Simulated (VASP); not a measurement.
A run of VASP 6.6.1:

INCAR

```
SYSTEM = Mn
PREC     = Accurate       ! precision mode
ENCUT    = 600            ! plane-wave cutoff, eV
EDIFF    = 1E-6           ! SCF threshold, eV
ISMEAR   = 0              ! smearing method
SIGMA    = 0.1            ! smearing width, eV
LREAL    = .False.        ! projectors in reciprocal space
LASPH    = .True.         ! aspherical terms in the spheres
NELM     = 150            ! most SCF steps
ALGO     = Normal         ! electronic algorithm
ISIF     = 3              ! what is computed and relaxed
LWAVE    = .False.        ! write WAVECAR
LCHARG   = .False.        ! write CHGCAR
ISPIN    = 2              ! spin polarisation
MAGMOM   = -0.49          ! initial moments
LORBIT   = 11             ! projections on sites
LMAXMIX  = 4              ! l up to which the mixer works
GGA      = PS             ! functional
IBRION   = 2              ! ionic algorithm
NSW      = 80             ! ionic steps
EDIFFG   = -0.01          ! ionic threshold
```

The input KPOINTS:

```
Automatic mesh
0
Gamma
  22 22 22
  0 0 0
```

The input POSCAR:

```
Mn
1.0
   -1.3761773965      1.3761773965      1.3761773965
    1.3761773965     -1.3761773965      1.3761773965
    1.3761773965      1.3761773965     -1.3761773965
Mn
1
Direct
    0.0000000000      0.0000000000      0.0000000000
```

Potentials or basis: VASP PAW PBE potentials, release 64 (Mn_pv).

Run with:

```console
$ cat potpaw_PBE.64/Mn_pv/POTCAR > POTCAR
$ mpirun -np 1 vasp_std > vasp.out
```

Hardware: 1 thread of Intel(R) Xeon(R) Platinum 8259CL CPU @ 2.50GHz (Skylake/Cascade Lake), on a shared host.

How long does it take, and how much memory?

Run time: 2.5 min on 1 thread of Intel(R) Xeon(R) Platinum 8259CL CPU @ 2.50GHz (Skylake/Cascade Lake), on a shared host, peak memory 0.2 GiB. Counts: scf iterations 27, k points 328, ion steps 3.
